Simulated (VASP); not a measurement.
# Mo (Im-3m) in VASP: relaxation of cell and atoms with PBEsol

Aim: the relaxation of cell and atoms of Mo with PBEsol.

Everything below comes from runs of VASP 6.6.1. Logs are shortened: lines on timing, memory, paths and dates and some standing lists are left out, and cuts for length are marked.

## 1. The cell of the first run

Symmetry: Im-3m, No. 229, cubic system. Conventional cell: a = 3.129 Å, b = 3.129 Å, c = 3.129 Å, α = 90.00°, β = 90.00°, γ = 90.00°. Within 3.6 Å of Mo (site symmetry m-3m) lie 14 Mo at 2.71 to 3.13 Å.

## 2. Relaxation of cell and atoms, PBEsol

Input file INCAR:

```
ALGO = Normal ; EDIFF = 1E-6
EDIFFG = -0.001 ; ENCUT = 600
GGA = PS ; IBRION = 2
ISIF = 3 ; ISMEAR = -1
LASPH = True ; LCHARG = False
LREAL = False ; LWAVE = False
NELM = 100 ; NSW = 80
PREC = Accurate ; SIGMA = 0.15
```

Input file KPOINTS:

```
k-points
0
Gamma
  16 16 16
```

Input file POSCAR:

```
Mo
1.0
   -1.5645539182      1.5645539182      1.5645539182
    1.5645539182     -1.5645539182      1.5645539182
    1.5645539182      1.5645539182     -1.5645539182
Mo
1
Direct
    0.0000000000      0.0000000000      0.0000000000
```

Potentials or basis: VASP PAW PBE potentials, release 64 (Mo_sv).

The run is started by

```
$ cat potpaw_PBE.64/Mo_sv/POTCAR > POTCAR
$ mpirun -np 1 vasp_std > vasp.out
```

OUTCAR:

```text
EDIFF = 1E-6
   EDIFFG = -0.001
   ENCUT = 600
   GGA = PS
   IBRION = 2
   ISIF = 3
   ISMEAR = -1
   LASPH = True
   LREAL = False
   NELM = 100
   NSW = 80
   PREC = Accurate

 ion  position               nearest neighbor table
   1  0.000  0.000  0.000-

  LATTYP: Found a body centered cubic cell.
 ALAT       =     3.1291078364

  Lattice vectors:

 A1 = (  -1.5645539182,   1.5645539182,   1.5645539182)
 A2 = (   1.5645539182,  -1.5645539182,   1.5645539182)
 A3 = (   1.5645539182,   1.5645539182,  -1.5645539182)

Analysis of symmetry for initial positions (statically):
=====================================================================
 Subroutine PRICEL returns:
 Original cell was already a primitive cell.

 Routine SETGRP: Setting up the symmetry group for a
 body centered cubic supercell.

 Subroutine GETGRP returns: Found 48 space group operations
 (whereof 48 operations were pure point group operations)
 out of a pool of 48 trial point group operations.

The static configuration has the point symmetry O_h .

Analysis of symmetry for dynamics (positions and initial velocities):
=====================================================================
 Subroutine PRICEL returns:
 Original cell was already a primitive cell.

 Routine SETGRP: Setting up the symmetry group for a
 body centered cubic supercell.

 Subroutine GETGRP returns: Found 48 space group operations
 (whereof 48 operations were pure point group operations)
 out of a pool of 48 trial point group operations.

The dynamic configuration has the point symmetry O_h .

 Subroutine INISYM returns: Found 48 space group operations
 (whereof 48 operations are pure point group operations),
 and found     1 'primitive' translations

----------------------------------------------------------------------------------------

                                     Primitive cell

  volume of cell :      15.3190

  direct lattice vectors                    reciprocal lattice vectors
    -1.564553918  1.564553918  1.564553918     0.000000000  0.319579910  0.319579910
     1.564553918 -1.564553918  1.564553918     0.319579910  0.000000000  0.319579910
     1.564553918  1.564553918 -1.564553918     0.319579910  0.319579910  0.000000000

  length of vectors
     2.709886878  2.709886878  2.709886878     0.451954243  0.451954243  0.451954243

  position of ions in fractional coordinates (direct lattice)
     0.000000000  0.000000000  0.000000000

  ion indices of the primitive-cell ions
   primitive index   ion index
                 1           1

----------------------------------------------------------------------------------------

 KPOINTS: k-points

Automatic generation of k-mesh.
 Grid dimensions read from file:
 generate k-points for:   16   16   16

 Generating k-lattice:

  Cartesian coordinates                     Fractional coordinates (reciprocal lattice)
     0.000000000  0.019973744  0.019973744     0.062500000  0.000000000  0.000000000
     0.019973744  0.000000000  0.019973744     0.000000000  0.062500000  0.000000000
     0.019973744  0.019973744  0.000000000     0.000000000  0.000000000  0.062500000

  Length of vectors
     0.028247140  0.028247140  0.028247140

  Shift w.r.t. Gamma in fractional coordinates (k-lattice)
     0.000000000  0.000000000  0.000000000

 Subroutine IBZKPT returns following result:
 ===========================================

 Found    145 irreducible k-points:

 Following reciprocal coordinates:
            Coordinates               Weight
  0.000000  0.000000  0.000000      1.000000
  0.062500  0.000000  0.000000     12.000000
  0.125000  0.000000  0.000000     12.000000
  0.187500  0.000000  0.000000     12.000000
  0.250000  0.000000  0.000000     12.000000
  0.312500  0.000000  0.000000     12.000000
[... 16 lines left out ...]
  0.187500  0.187500  0.000000     24.000000
  0.250000  0.187500 -0.000000     48.000000
 [... further k-points ...]
   k-points           NKPTS =    145   k-points in BZ     NKDIM =    145   number of bands    NBANDS=     11
   number of dos      NEDOS =    301   number of ions     NIONS =      1
   total plane-waves  NPLWV =  13824
   dimension x,y,z NGX =    24 NGY =   24 NGZ =   24
   dimension x,y,z NGXF=    48 NGYF=   48 NGZF=   48
   ions per type =               1
   NGX,Y,Z   is equivalent  to a cutoff of  14.72, 14.72, 14.72 a.u.
   NGXF,Y,Z  is equivalent  to a cutoff of  29.45, 29.45, 29.45 a.u.
 SYSTEM =  unknown system
   PREC   = accura    normal or accurate (medium, high low for compatibility)
   ISTART =      0    job   : 0-new  1-cont  2-samecut
   ICHARG =      2    charge: 1-file 2-atom 10-const
   ISPIN  =      1    spin polarized calculation?
   LNONCOLLINEAR =      F non collinear calculations
   LSORBIT =      F    spin-orbit coupling
   LASPH  =      T    aspherical Exc in radial PAW
   ENCUT  =  600.0 eV  44.10 Ry    6.64 a.u.   5.41  5.41  5.41*2*pi/ulx,y,z
   NELM   =    100;   NELMIN=  2; NELMDL= -5     # of ELM steps
   EDIFF  = 0.1E-05   stopping-criterion for ELM
   LREAL  =      F    real-space projection
   EDIFFG = -.1E-02   stopping-criterion for IOM
   NSW    =     80    number of steps for IOM
   IBRION =      2    ionic relax: 0-MD 1-quasi-New 2-CG
   NFREE  =      1    steps in history (QN), initial steepest desc. (CG)
   ISIF   =      3    stress and relaxation
   ISYM   =      2    0-nonsym 1-usesym 2-fastsym
   POTIM  = 0.5000    time-step for ionic-motion
   TEBEG  =    0.0;   TEEND  =   0.0 temperature during run
   PSTRESS=    0.0 pullay stress
   NELECT =      14.0000    total number of electrons
   NUPDOWN=      -1.0000    fix difference up-down
   EMIN   =  10.00;   EMAX   =-10.00  energy-range for DOS
   EFERMI =   0.00;   METHOD = LEGACY
   ISMEAR =    -1;   SIGMA  =   0.15  broadening in eV -4-tet -1-fermi 0-gaus
   EFERMI_NEDOS =   21; number of points for ismear=-14 and -15
   IALGO  =     38    algorithm
   IMIX   =      4    mixing-type and parameters
     AMIX     =   0.40;   BMIX     =  1.00
     AMIX_MAG =   1.60;   BMIX_MAG =  1.00
  volume/ion in A,a.u.               =      15.32       103.38
  Fermi-wavevector in a.u.,A,eV,Ry     =   1.588694  3.002197 34.340415  2.523949
  Thomas-Fermi vector in A             =   2.687658
   LORBIT       =      0    0 simple, 1 ext, 2 COOP (PROOUT), +10 PAW based schemes
   GGA     = PS    functional components
   LHFCALC =     F    Hartree Fock is set to
   AEXX    =    0.0000 exact exchange contribution
   IVDW    =     0    specifies the selected vdW correction
   LEPSILON=     F    determine dielectric tensor
   LRPA    =     F    only Hartree local field effects (RPA)
 conjugate gradient relaxation of ions
 non-spin polarized calculation
  energy-cutoff  :      600.00
  volume of cell :       15.32
 maximum number of plane-waves:       533
 NGX is ok and might be reduce to    24
   NGX = 11   NGY = 11   NGZ = 11

--------------------------------------- Ionic step        1  -------------------------------------------

 number of electron      14.0000000 magnetization

 Free energy of the ion-electron system (eV)
  ---------------------------------------------------
  ext. energy  EPLUGINS =         0.00000000
  ---------------------------------------------------
  free energy    TOTEN  =       -11.80418922 eV

  energy without entropy =      -11.75870399  energy(sigma->0) =      -11.78144660

------------------------ aborting loop because EDIFF is reached ----------------------------------------

  FORCE on cell =-STRESS in cart. coord.  units (eV):
  Direction    XX          YY          ZZ          XY          YZ          ZX
  --------------------------------------------------------------------------------------
  -------------------------------------------------------------------------------------
  Total        0.0583866      0.0583866      0.0583866      0.0000000     -0.0000000      0.0000000
  in kB        6.1064998      6.1064998      6.1064998      0.0000000     -0.0000000      0.0000000
  external PRESSURE =       6.1064998 kB  Pullay stress =       0.0000000 kB
[... 55 lines left out ...]
  energy  without entropy=      -11.7578891491  energy(sigma->0) =      -11.78080720

--------------------------------------- Ionic step        3  -------------------------------------------

 number of electron      14.0000001 magnetization

 Free energy of the ion-electron system (eV)
  ---------------------------------------------------
  ext. energy  EPLUGINS =         0.00000000
  ---------------------------------------------------
  free energy    TOTEN  =       -11.80425141 eV

  energy without entropy =      -11.75867741  energy(sigma->0) =      -11.78146441

 E-fermi :  12.7372     XC(G=0): -13.6298

 val. band max:       12.7032411588   @ k =  -0.1875   0.1875   0.1875
 cond. band min:      12.7461433806   @ k =  -0.1875   0.1875   0.0625
 fundamental gap:      0.0429022218
 Fermi energy:        12.7371826614

 k-point     1 :       0.0000    0.0000    0.0000
  band No.  band energies     occupation
      1     -48.4310      2.00000
      2     -21.6762      2.00000
      3     -21.6762      2.00000
      4     -21.6762      2.00000
      5       5.4133      2.00000
      6      11.3595      1.99979
      7      11.3595      1.99979
      8      11.3595      1.99979
      9      14.4416      0.00002
     10      14.4416      0.00002
     11      27.5915      0.00000
[... 309 lines left out ...]
 k-point    24 :       0.2500    0.1875   -0.0000
  band No.  band energies     occupation
      1     -48.1777      2.00000
      2     -22.8483      2.00000
      3     -22.1615      2.00000
      4     -21.8060      2.00000
      5       8.4859      2.00000
      6       9.7602      2.00000
      7      10.9216      1.99999
      8      13.8652      0.00108
      9      15.2389      0.00000
     10      17.5211      0.00000
     11      26.1367      0.00000

 [... further k-points ...]

------------------------ aborting loop because EDIFF is reached ----------------------------------------

  FORCE on cell =-STRESS in cart. coord.  units (eV):
  Direction    XX          YY          ZZ          XY          YZ          ZX
  --------------------------------------------------------------------------------------
  -------------------------------------------------------------------------------------
  Total        0.0005127      0.0005127      0.0005127     -0.0000000      0.0000000      0.0000000
  in kB        0.0535095      0.0535095      0.0535095     -0.0000000      0.0000000      0.0000000
  external PRESSURE =       0.0535095 kB  Pullay stress =       0.0000000 kB
[... 16 lines left out ...]
  FREE ENERGIE OF THE ION-ELECTRON SYSTEM (eV)
  ---------------------------------------------------
  free  energy   TOTEN  =       -11.8042514146 eV

  energy  without entropy=      -11.7586774119  energy(sigma->0) =      -11.78146441

 reached required accuracy - stopping structural energy minimisation
```

Run time: 55 s. Hardware: 1 thread of Intel Xeon 8259CL, shared host; peak memory 0.17 GiB.

Results:

```yaml
Free_energy: -11.8043 eV
Relaxed_volume: 15.35 Å³/atom
Relaxed_cell: a = 2.712 Å, b = 2.712 Å, c = 2.712 Å, α = 109.47°, β = 109.47°, γ = 109.47°
Space_group_after_relaxing_to_0.05_Å: Im-3m (No. 229)
Energy_gained_by_relaxing: 0.1 meV/atom
Ionic_steps: 3
Pressure_after_relaxing: 0.0 GPa
Band_gap_on_the_k_mesh: zero (band 7 reaches 16.88 eV, above the bottom of band 8 at 11.36 eV)
```

Final structure:
```
CELL_PARAMETERS angstrom
-1.56567 1.56567 1.56567
1.56567 -1.56567 1.56567
1.56567 1.56567 -1.56567
ATOMIC_POSITIONS crystal
Mo 0.00000 0.00000 0.00000
```

Caveat: the PAW data sets were made with another functional, which shifts forces and pressure a little.
